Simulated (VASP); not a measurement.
A run of VASP 6.6.1 is set up as follows.

Contents of POSCAR:

```
TlPdRu
1.0
    3.9219251850      6.7929736839      0.0000000000
   -3.9219251850      6.7929736839      0.0000000000
    0.0000000000      0.0000000000      2.8442828225
Pd Tl Ru
3 3 3
Direct
    0.0000000000      0.0000000000      0.5000000000
    0.3333333333      0.3333333333      0.0000000000
    0.6666666667      0.6666666667      0.0000000000
    0.3045179331      0.6954820669      0.0000000000
    0.6954820669      0.0000000000      0.0000000000
    0.0000000000      0.3045179331      0.0000000000
    0.6334412215      0.3665587785      0.5000000000
    0.3665587785      0.0000000000      0.5000000000
    0.0000000000      0.6334412215      0.5000000000
```

File INCAR.step1:

```
PREC     = Accurate       # precision mode
ENCUT    = 520            # plane-wave cutoff, eV
ISMEAR   = -1             # smearing method
SIGMA    = 0.05           # smearing width, eV
LREAL    = False          # projectors in reciprocal space
LASPH    = True           # aspherical terms in the spheres
NELM     = 100            # most SCF steps
NBANDS   = 66             # bands
GGA      = PE             # functional
ALGO     = Normal         # electronic algorithm
EDIFF    = 1E-4           # SCF threshold, eV
LWAVE    = True           # write WAVECAR
LCHARG   = False          # write CHGCAR
```

INCAR.step2

```
PREC     = Accurate       # precision mode
ENCUT    = 520            # plane-wave cutoff, eV
EDIFF    = 1E-6           # SCF threshold, eV
ISMEAR   = -1             # smearing method
SIGMA    = 0.05           # smearing width, eV
LREAL    = False          # projectors in reciprocal space
LASPH    = True           # aspherical terms in the spheres
NELM     = 100            # most SCF steps
ALGO     = Normal         # electronic algorithm
ISIF     = 2              # what is computed and relaxed
LWAVE    = False          # write WAVECAR
LCHARG   = True           # write CHGCAR
METAGGA  = R2SCAN         # meta-GGA
LMIXTAU  = True         
LELF     = True           # ELF
LVHAR    = True         
NBANDS   = 66             # bands
ISTART   = 1
```

KPOINTS

```
Automatic mesh
0
Gamma
  4 4 7
```

Potentials or basis: VASP PAW PBE potentials, release 64 (Pd, Tl_d, Ru_pv).

Launch:

```bash
$ cat potpaw_PBE.64/Pd/POTCAR potpaw_PBE.64/Tl_d/POTCAR potpaw_PBE.64/Ru_pv/POTCAR > POTCAR
$ cp INCAR.step1 INCAR
$ mpirun -np 1 vasp_std > vasp.out
$ cp INCAR.step2 INCAR
$ mpirun -np 1 vasp_std > vasp.out
```

(1) What does it give for the largest force?

(2) Estimate the band gap on the k mesh.

(3) Estimate the pressure.

## Answers

(1) 0.003 eV/Å.

(2) zero (an odd number of electrons rules out a gap without spin polarisation).

(3) 0.6 GPa.

Caveat: the PAW data sets were made with another functional, which shifts forces and pressure a little; spin-orbit coupling is left out, which moves the levels of the heavy elements.
